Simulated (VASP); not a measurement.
Be8S7 (a cell with a defect), 15 atoms in the cell. The cell holds a defect, 15 atoms: a = 6.895 Å, b = 6.895 Å, c = 6.895 Å, α = 60.00°, β = 60.00°, γ = 60.00°. 

| Item | Value |
| --- | --- |
| Program | VASP 6.6.1 |
| Task | single point |
| Functional | PBE |
| Potentials or basis | VASP PAW PBE potentials, release 64 (Be, S) |
| Cutoff | 520 eV |
| k mesh | 4 × 4 × 4 |
| Occupations | gaussian, width 0.05 eV |
| Spin | no spin polarisation |
| Dipole correction | no |
| Charge | 2 |
| Further INCAR settings | LREAL = Auto; ALGO = Normal; EDIFF = 1e-06; NBANDS = 42; NELECT = 56.0 |

Potentials or basis: VASP PAW PBE potentials, release 64 (Be, S).

Command:

```console
$ cat potpaw_PBE.64/Be/POTCAR potpaw_PBE.64/S/POTCAR > POTCAR
$ mpirun -np 1 vasp_std > vasp.out
```

Hardware: 1 thread of AMD EPYC 9R45 96-Core Processor (Zen 5), on a shared host.

**Question.** Estimate the wall time of this run.

**Answer.** Wall time 120 s on 1 thread of AMD EPYC 9R45 96-Core Processor (Zen 5) (shared host), peak memory 0.37 GiB. Counts: scf iterations 17, k points 8.
